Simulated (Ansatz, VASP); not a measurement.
# SiC in VASP and in Ansatz

File INCAR:

```
SYSTEM = SiC
  PREC = Accurate
  ENCUT = 520
  EDIFF = 1E-6
  ISMEAR = 0
  SIGMA = 0.05
  LREAL = .False.
  LASPH = .True.
  NELM = 80
  ALGO = Normal
  ISIF = 2
  LWAVE = .False.
  LCHARG = .False.
  IBRION = 2
  NSW = 50
  EDIFFG = -0.01
```

The input KPOINTS:

```
Automatic mesh
0
Gamma
  12 12 6
  0 0 0
```

The input POSCAR:

```
SiC
1.0
    3.1355698038      0.0000000000      0.0000000000
   -1.5677849019      2.7154831055      0.0000000000
    0.0000000000      0.0000000000      5.1464622868
Si C
2 2
Direct
    0.3333333333      0.6666666667      0.0046041256
    0.6666666667      0.3333333333      0.5046041256
    0.3333333333      0.6666666667      0.3803958744
    0.6666666667      0.3333333333      0.8803958744
```

Input for Ansatz:

```yaml
crystal:
  lattice:
    - [3.1355698038, 0.0, 0.0]
    - [-1.5677849019, 2.7154831055, 0.0]
    - [0.0, 0.0, 5.1464622868]
  atoms:
    - { symbol: Si, position: [0.3333333333, 0.6666666667, 0.0046041256] }
    - { symbol: Si, position: [0.6666666667, 0.3333333333, 0.5046041256] }
    - { symbol: C, position: [0.3333333333, 0.6666666667, 0.3803958744] }
    - { symbol: C, position: [0.6666666667, 0.3333333333, 0.8803958744] }
basis:
  ecutwfc: 520.0
kpoints:
  mp_grid: { grid: [12, 12, 6] }
hamiltonian:
  xc: lda
  pseudopotentials: { kind: paw, azcp: { folder: soft_1 } }
scf:
  occupations: { method: gaussian, width: 0.05 }
output:
  forces: true
  stress: true
  eigenvalues: true
relax:
  adjacent_minimum: "off"
  f_tol: 0.01
  max_steps: 30
```

Alike in both runs: task relaxation of the atoms; functional LDA; k mesh 12 × 12 × 6; occupations gaussian, width 0.05 eV; no spin polarisation.

```csv
,VASP,Ansatz
version,VASP 6.6.1,Ansatz 0.2.0
potentials or method,"VASP PAW LDA potentials, release 64 (Si, C), cutoff 520 eV","scalar-relativistic, plane waves, PAW"
valence electrons in the cell,16,16
```

|  | VASP | Ansatz | Ansatz less VASP |
| --- | --- | --- | --- |
| gap on the k mesh at the Fermi level, each at its own relaxed structure (eV) | 2.26 | 2.26 | +0.008 |

Ansatz warns that its potentials were made for another functional, while VASP's fit it. LDA's correlation is that of Perdew and Zunger in VASP and of Perdew and Wang (1992) in Ansatz. Ansatz's warnings: stress scf threshold loose.
